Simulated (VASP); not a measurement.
Here is a VASP 6.6.1 calculation.

The input INCAR:

```
PREC = Accurate
ENCUT = 520
EDIFF = 1E-8
ISMEAR = -1
SIGMA = 0.15
LREAL = F
LASPH = T
NELM = 60
ALGO = Normal
ISIF = 2
LWAVE = F
LCHARG = T
GGA = PE
IBRION = 8
NSW = 1
```

File KPOINTS:

```
regular mesh
0
Gamma
  15 15 8
```

Contents of POSCAR:

```
Zn
1.0
    2.6329134982      0.0000000000      0.0000000000
   -1.3164567491      2.2801699754      0.0000000000
    0.0000000000      0.0000000000      5.1178815398
Zn
2
Direct
    0.3333333333      0.6666666667      0.2500000000
    0.6666666667      0.3333333333      0.7500000000
```

Potentials or basis: VASP PAW PBE potentials, release 64 (Zn).

The run is started by

```console
$ cat potpaw_PBE.64/Zn/POTCAR > POTCAR
$ mpirun -np 1 vasp_std > vasp.out
```

(1) What does it give for the highest phonon frequency at Γ?

## Answers

(1) 119 cm⁻¹.
